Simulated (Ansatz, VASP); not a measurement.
SiO: VASP beside Ansatz

```
CELL_PARAMETERS angstrom
2.66757 0.00000 0.00000
0.00000 2.66757 0.00000
0.00000 0.00000 3.22862
ATOMIC_POSITIONS crystal
Si 0.50000 0.50000 0.50000
O 0.00000 0.00000 0.00000
```

Change from the starting cell: species swapped into the TlSn type (P4/mmm, No. 123).

Alike in both runs: task single point; functional PBE; k mesh 6 × 6 × 6; occupations gaussian, width 0.1 eV; no spin polarisation.

```csv
,VASP,Ansatz
version,VASP 6.6.1,Ansatz 0.2.0
potentials or method,"VASP PAW PBE potentials, release 64 (Si, O), cutoff 520 eV","scalar-relativistic, plane waves, PAW"
valence electrons in the cell,10,10
```

Ansatz gave:

- gap on the k mesh at the Fermi level (eV): none
- pressure (GPa): -7.5
- traceless stress, the component that is largest in VASP (GPa): -14.22

Problem. Which values does VASP return?

Solution. gap on the k mesh at the Fermi level (eV): none; pressure (GPa): -7.6; traceless stress, the component that is largest in VASP (GPa): -14.21.

A gap of «none» marks a metal or a gap that the smearing closes. With one functional, cell and mesh, what is left measures potentials, basis and numerics.

The k mesh is coarse, so the values compare programs but aren't converged.
